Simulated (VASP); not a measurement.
# CoSi (Pm-3m) in VASP: settings compared

The runs below take CoSi through single point, with LDA, PBEsol, B3LYP.

All numbers are computed with VASP 6.6.1; they aren't measurements. Logs are shortened: lines on timing, memory, paths and dates and some standing lists are left out, and cuts for length are marked.

### 1 The cell of the first run

It takes space group Pm-3m (No. 221, cubic). The conventional cell has a = 2.818 Å, b = 2.818 Å, c = 2.818 Å, α = 90.00°, β = 90.00°, γ = 90.00°. Within 3.2 Å of Co (site symmetry m-3m) lie 8 Si at 2.44 Å and 6 Co at 2.82 Å. Si (site symmetry m-3m) has 8 Co at 2.44 Å and 6 Si at 2.82 Å within 3.2 Å.

### 2 Single point, LDA, collinear spin, ferromagnetic start (volume scaled by 1.04)

Input file INCAR:

```
SYSTEM = CoSi
  ALGO = Normal
  EDIFF = 1E-6
  ENCUT = 520
  ISIF = 2
  ISMEAR = -1
  ISPIN = 2
  LASPH = .True.
  LCHARG = .True.
  LELF = .True.
  LMAXMIX = 4
  LORBIT = 11
  LREAL = .False.
  LVHAR = .True.
  LWAVE = .False.
  MAGMOM = 2 0
  NBANDS = 18
  NELM = 150
  PREC = Accurate
  SIGMA = 0.05
```

Input file KPOINTS:

```
k-points
0
Gamma
  10 10 10
  0 0 0
```

Input file POSCAR:

```
CoSi
1.0
    2.8179346973      0.0000000000      0.0000000000
    0.0000000000      2.8179346973      0.0000000000
    0.0000000000      0.0000000000      2.8179346973
Co Si
1 1
Direct
    0.0000000000      0.0000000000      0.0000000000
    0.5000000000      0.5000000000      0.5000000000
```

Potentials or basis: VASP PAW LDA potentials, release 64 (Co, Si).

Command:

```
$ cat potpaw_LDA.64/Co/POTCAR potpaw_LDA.64/Si/POTCAR > POTCAR
$ mpirun -np 1 vasp_std > vasp.out
```

OUTCAR:

```text
SYSTEM = CoSi
   EDIFF = 1E-6
   ENCUT = 520
   ISIF = 2
   ISMEAR = -1
   ISPIN = 2
   LASPH = .True.
   LORBIT = 11
   LREAL = .False.
   NELM = 150
   PREC = Accurate

 ion  position               nearest neighbor table
   1  0.000  0.000  0.000-   2 2.44   2 2.44   2 2.44   2 2.44   2 2.44   2 2.44   2 2.44   2 2.44

   2  0.500  0.500  0.500-   1 2.44   1 2.44   1 2.44   1 2.44   1 2.44   1 2.44   1 2.44   1 2.44

  LATTYP: Found a simple cubic cell.
 ALAT       =     2.8179346973

  Lattice vectors:

 A1 = (   2.8179346973,   0.0000000000,   0.0000000000)
 A2 = (   0.0000000000,   2.8179346973,   0.0000000000)
 A3 = (   0.0000000000,   0.0000000000,   2.8179346973)

Analysis of symmetry for initial positions (statically):
=====================================================================
 Subroutine PRICEL returns:
 Original cell was already a primitive cell.

 Routine SETGRP: Setting up the symmetry group for a
 simple cubic supercell.

 Subroutine GETGRP returns: Found 48 space group operations
 (whereof 48 operations were pure point group operations)
 out of a pool of 48 trial point group operations.

The static configuration has the point symmetry O_h .

Analysis of symmetry for dynamics (positions and initial velocities):
=====================================================================
 Subroutine PRICEL returns:
 Original cell was already a primitive cell.

 Routine SETGRP: Setting up the symmetry group for a
 simple cubic supercell.

 Subroutine GETGRP returns: Found 48 space group operations
 (whereof 48 operations were pure point group operations)
 out of a pool of 48 trial point group operations.

The dynamic configuration has the point symmetry O_h .

Analysis of structural, dynamic, and magnetic symmetry:
=====================================================================
 Subroutine PRICEL returns:
 Original cell was already a primitive cell.

 Routine SETGRP: Setting up the symmetry group for a
 simple cubic supercell.

 Subroutine GETGRP returns: Found 48 space group operations
 (whereof 48 operations were pure point group operations)
 out of a pool of 48 trial point group operations.

The overall configuration has the point symmetry O_h .

 Subroutine INISYM returns: Found 48 space group operations
 (whereof 48 operations are pure point group operations),
 and found     1 'primitive' translations

----------------------------------------------------------------------------------------
[... 114 lines left out ...]
  volume/ion in A,a.u.               =      11.19        75.50
  Fermi-wavevector in a.u.,A,eV,Ry     =   1.366024  2.581411 25.388768  1.866022
  Thomas-Fermi vector in A             =   2.492201
   LORBIT       =     11    0 simple, 1 ext, 2 COOP (PROOUT), +10 PAW based schemes
   GGA     = CA    functional components
   LHFCALC =     F    Hartree Fock is set to
   AEXX    =    0.0000 exact exchange contribution
   IVDW    =     0    specifies the selected vdW correction
   LEPSILON=     F    determine dielectric tensor
   LRPA    =     F    only Hartree local field effects (RPA)
 spin polarized calculation
  energy-cutoff  :      520.00
  volume of cell :       22.38
 maximum number of plane-waves:       624
 NGX is ok and might be reduce to    24
   NGX = 11   NGY = 11   NGZ = 11

 number of electron      12.9999995 magnetization       0.4075708

 Free energy of the ion-electron system (eV)
  ---------------------------------------------------
  ext. energy  EPLUGINS =         0.00000000
  ---------------------------------------------------
  free energy    TOTEN  =       -15.11344694 eV

  energy without entropy =      -15.09564248  energy(sigma->0) =      -15.10454471

 E-fermi :  11.9984     XC(G=0): -12.9336

 val. band max:       11.9977946459   @ k =   0.3000   0.0000   0.0000
 cond. band min:      12.0050870384   @ k =   0.5000   0.0000   0.0000
 fundamental gap:      0.0072923925
 Fermi energy:        11.9984332100

 spin component 1

 k-point     1 :       0.0000    0.0000    0.0000
  band No.  band energies     occupation
      1      -1.7624      1.00000
      2       8.2920      1.00000
      3       8.2920      1.00000
      4      10.6265      1.00000
      5      10.6265      1.00000
      6      10.6265      1.00000
[... 493 lines left out ...]
     17      31.9961      0.00000
     18      36.9323      0.00000

 [... further k-points ...]

 spin component 2

 k-point     1 :       0.0000    0.0000    0.0000
  band No.  band energies     occupation
      1      -1.7430      1.00000
      2       8.6469      1.00000
      3       8.6469      1.00000
      4      10.9212      1.00000
      5      10.9212      1.00000
      6      10.9212      1.00000
[... 493 lines left out ...]
     17      32.0447      0.00000
     18      36.9943      0.00000

 [... further k-points ...]

------------------------ aborting loop because EDIFF is reached ----------------------------------------

  FORCE on cell =-STRESS in cart. coord.  units (eV):
  Direction    XX          YY          ZZ          XY          YZ          ZX
  --------------------------------------------------------------------------------------
  -------------------------------------------------------------------------------------
  Total       -2.6464091     -2.6464091     -2.6464091      0.0000000      0.0000000      0.0000000
  in kB     -189.4849812   -189.4849812   -189.4849812      0.0000000      0.0000000      0.0000000
  external PRESSURE =    -189.4849812 kB  Pullay stress =       0.0000000 kB

 VOLUME and BASIS-vectors are now :
 -----------------------------------------------------------------------------
  energy-cutoff  :      520.00
  volume of cell :       22.38
      direct lattice vectors                 reciprocal lattice vectors
     2.817934697  0.000000000  0.000000000     0.354869828  0.000000000  0.000000000
     0.000000000  2.817934697  0.000000000     0.000000000  0.354869828  0.000000000
     0.000000000  0.000000000  2.817934697     0.000000000  0.000000000  0.354869828

 POSITION                                       TOTAL-FORCE (eV/Angst)
 -----------------------------------------------------------------------------------
      0.00000      0.00000      0.00000         0.000000      0.000000      0.000000
      1.40897      1.40897      1.40897         0.000000      0.000000      0.000000
 -----------------------------------------------------------------------------------
    total drift:                               -0.000000      0.000000      0.000000

  FREE ENERGIE OF THE ION-ELECTRON SYSTEM (eV)
  ---------------------------------------------------
  free  energy   TOTEN  =       -15.1134469388 eV

  energy  without entropy=      -15.0956424787  energy(sigma->0) =      -15.10454471

 total charge

# of ion       s       p       d       tot
------------------------------------------
    1        0.425   0.543   7.577   8.545
    2        0.720   0.842   0.000   1.562
--------------------------------------------------
tot          1.146   1.385   7.577  10.107

 magnetization (x)

# of ion       s       p       d       tot
------------------------------------------
    1        0.006   0.002   0.400   0.408
    2       -0.000   0.006   0.000   0.006
--------------------------------------------------
tot          0.006   0.008   0.400   0.414
```

Wall time 27 s (1 thread of AMD EPYC 9R45 (Zen 5), shared host); peak memory 0.13 GiB.

What came out:

```
Free energy                                           : -15.1134 eV
Pressure                                              : -18.9 GPa
Net moment                                            : 0.41 μB per cell
Site moments                                          : Co +0.41; Si +0.01 μB
Valence electrons inside the program's atomic spheres : Co 8.54; Si 1.56
```

### 3 Single point, PBEsol, collinear spin, ferromagnetic start (volume scaled by 1.04)

Input file INCAR:

```
SYSTEM = CoSi
PREC = Accurate
ENCUT = 520
EDIFF = 1E-6
ISMEAR = -1
SIGMA = 0.05
LREAL = .False.
LASPH = .True.
NELM = 150
ALGO = Normal
ISIF = 2
LWAVE = .False.
LCHARG = .False.
ISPIN = 2
MAGMOM = 2 0
LORBIT = 11
LMAXMIX = 4
GGA = PS
NBANDS = 18
```

Input file KPOINTS:

```
Automatic mesh
0
Gamma
  10 10 10
  0 0 0
```

POSCAR is that of step 2.

Potentials or basis: VASP PAW PBE potentials, release 64 (Co, Si).

Command:

```
$ cat potpaw_PBE.64/Co/POTCAR potpaw_PBE.64/Si/POTCAR > POTCAR
$ mpirun -np 1 vasp_std > vasp.out
```

OUTCAR:

```text
SYSTEM = CoSi
   PREC = Accurate
   ENCUT = 520
   EDIFF = 1E-6
   ISMEAR = -1
   LREAL = .False.
   LASPH = .True.
   NELM = 150
   ISIF = 2
   ISPIN = 2
   LORBIT = 11
   GGA = PS

 ion  position               nearest neighbor table
   1  0.000  0.000  0.000-   2 2.44   2 2.44   2 2.44   2 2.44   2 2.44   2 2.44   2 2.44   2 2.44

   2  0.500  0.500  0.500-   1 2.44   1 2.44   1 2.44   1 2.44   1 2.44   1 2.44   1 2.44   1 2.44

  LATTYP: Found a simple cubic cell.
 ALAT       =     2.8179346973

  Lattice vectors:

 A1 = (   2.8179346973,   0.0000000000,   0.0000000000)
 A2 = (   0.0000000000,   2.8179346973,   0.0000000000)
 A3 = (   0.0000000000,   0.0000000000,   2.8179346973)

Analysis of symmetry for initial positions (statically):
=====================================================================
 Subroutine PRICEL returns:
 Original cell was already a primitive cell.

 Routine SETGRP: Setting up the symmetry group for a
 simple cubic supercell.

 Subroutine GETGRP returns: Found 48 space group operations
 (whereof 48 operations were pure point group operations)
 out of a pool of 48 trial point group operations.

The static configuration has the point symmetry O_h .

Analysis of symmetry for dynamics (positions and initial velocities):
=====================================================================
 Subroutine PRICEL returns:
 Original cell was already a primitive cell.

 Routine SETGRP: Setting up the symmetry group for a
 simple cubic supercell.

 Subroutine GETGRP returns: Found 48 space group operations
 (whereof 48 operations were pure point group operations)
 out of a pool of 48 trial point group operations.

The dynamic configuration has the point symmetry O_h .

Analysis of structural, dynamic, and magnetic symmetry:
=====================================================================
 Subroutine PRICEL returns:
 Original cell was already a primitive cell.

 Routine SETGRP: Setting up the symmetry group for a
 simple cubic supercell.
[... 147 lines left out ...]
  ext. energy  EPLUGINS =         0.00000000
  ---------------------------------------------------
  free energy    TOTEN  =       -14.49115327 eV

  energy without entropy =      -14.47592778  energy(sigma->0) =      -14.48354053

 E-fermi :  12.1213     XC(G=0): -12.8493

 val. band max:       12.1120558329   @ k =   0.4000   0.3000   0.0000
 cond. band min:      12.1289067022   @ k =   0.4000   0.0000   0.0000
 fundamental gap:      0.0168508693
 Fermi energy:        12.1213357452

 spin component 1

 k-point     1 :       0.0000    0.0000    0.0000
  band No.  band energies     occupation
      1      -1.7893      1.00000
      2       8.1957      1.00000
      3       8.1957      1.00000
      4      10.6030      1.00000
      5      10.6030      1.00000
      6      10.6030      1.00000
[... 493 lines left out ...]
     17      32.0848      0.00000
     18      37.0155      0.00000

 [... further k-points ...]

 spin component 2

 k-point     1 :       0.0000    0.0000    0.0000
  band No.  band energies     occupation
      1      -1.7770      1.00000
      2       8.7565      1.00000
      3       8.7565      1.00000
      4      10.9889      1.00000
      5      10.9889      1.00000
      6      10.9889      1.00000
[... 493 lines left out ...]
     17      32.1445      0.00000
     18      37.0916      0.00000

 [... further k-points ...]

------------------------ aborting loop because EDIFF is reached ----------------------------------------

  FORCE on cell =-STRESS in cart. coord.  units (eV):
  Direction    XX          YY          ZZ          XY          YZ          ZX
  --------------------------------------------------------------------------------------
  -------------------------------------------------------------------------------------
  Total       -1.9163393     -1.9163393     -1.9163393     -0.0000000     -0.0000000     -0.0000000
  in kB     -137.2114086   -137.2114086   -137.2114086     -0.0000000     -0.0000000     -0.0000000
  external PRESSURE =    -137.2114086 kB  Pullay stress =       0.0000000 kB

 VOLUME and BASIS-vectors are now :
 -----------------------------------------------------------------------------
  energy-cutoff  :      520.00
  volume of cell :       22.38
      direct lattice vectors                 reciprocal lattice vectors
     2.817934697  0.000000000  0.000000000     0.354869828  0.000000000  0.000000000
     0.000000000  2.817934697  0.000000000     0.000000000  0.354869828  0.000000000
     0.000000000  0.000000000  2.817934697     0.000000000  0.000000000  0.354869828

 POSITION                                       TOTAL-FORCE (eV/Angst)
 -----------------------------------------------------------------------------------
      0.00000      0.00000      0.00000         0.000000      0.000000      0.000000
      1.40897      1.40897      1.40897         0.000000      0.000000      0.000000
 -----------------------------------------------------------------------------------
    total drift:                                0.000000      0.000000      0.000000

  FREE ENERGIE OF THE ION-ELECTRON SYSTEM (eV)
  ---------------------------------------------------
  free  energy   TOTEN  =       -14.4911532723 eV

  energy  without entropy=      -14.4759277779  energy(sigma->0) =      -14.48354053

 total charge

# of ion       s       p       d       tot
------------------------------------------
    1        0.425   0.551   7.547   8.523
    2        0.713   0.836   0.000   1.549
--------------------------------------------------
tot          1.138   1.387   7.547  10.072

 magnetization (x)

# of ion       s       p       d       tot
------------------------------------------
    1        0.007   0.001   0.539   0.547
    2        0.000   0.008   0.000   0.008
--------------------------------------------------
tot          0.007   0.009   0.539   0.555
```

stdout:

```text
POSCAR found type information on POSCAR CoSi
 POSCAR found :  2 types and       2 ions
 scaLAPACK will be used
 -----------------------------------------------------------------------------
|                                                                             |
|                                                                             |
|     You enforced a specific xc type in the INCAR file but a different       |
|     I HOPE YOU KNOW WHAT YOU ARE DOING!                                     |
|                                                                             |
 -----------------------------------------------------------------------------

 LDA part: xc-table for (Slater+PW92), standard interpolation
 POSCAR, INCAR and KPOINTS ok, starting setup
 FFT: planning ... GRIDC
 FFT: planning ... GRID_SOFT
 FFT: planning ... GRID
 WAVECAR not read
 entering main loop
```

Run time: 28 s. Hardware: 1 thread of AMD EPYC 9R45 (Zen 5), shared host; peak memory 0.14 GiB.

What came out:

| Property | Result |
| --- | --- |
| Free energy | -14.4912 eV |
| Pressure | -13.7 GPa |
| Net moment | 0.54 μB per cell |
| Site moments | Co +0.55; Si +0.01 μB |
| Valence electrons inside the program's atomic spheres | Co 8.52; Si 1.55 |

Caveat: the PAW data sets were made with another functional, which shifts forces and pressure a little.

(Part 1 of 2 ends here.)
